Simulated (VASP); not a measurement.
## Ti3H: single point with PBE

The system is Ti3H, a slab with vacuum.

```
Ti H
1.0
     2.90754    0.00000    0.00000
     0.00000    2.90754    0.00000
     0.00000    0.00000   19.30598
Ti H
3 1
Direct
  0.50000 0.50000 0.20719
  0.00000 0.00000 0.30576
  0.50000 0.50000 0.40433
  0.83333 0.00000 0.45041
```

| Quantity | Value |
| --- | --- |
| Program | VASP 6.6.1 |
| Task | single point |
| Functional | PBE |
| Potentials or basis | VASP PAW PBE potentials, release 64 (Ti_sv, H) |
| Cutoff | 520 eV |
| k mesh | 9 × 9 × 1 |
| Occupations | gaussian, width 0.1 eV |
| Spin | no spin polarisation |

```
Largest force : 0.817 eV/Å
```

Forces in eV/Å, atoms in the order of the input:
```
Ti   0.007  0.000  0.135
Ti  -0.007  0.000 -0.789
Ti  -0.514  0.000  0.635
H    0.514  0.000  0.020
```

Levels at points of the mesh, in eV from the Fermi level:
```tsv
k point	band 16	band 17	band 18	band 19	band 20	band 21
(0.00, 0.00, 0.00)	-1.73	-0.97	-0.71	-0.01	0.66	1.01
```

Wall time 84 s on 1 thread of Intel(R) Xeon(R) 6975P-C (Granite Rapids), on a shared host, peak memory 0.31 GiB.
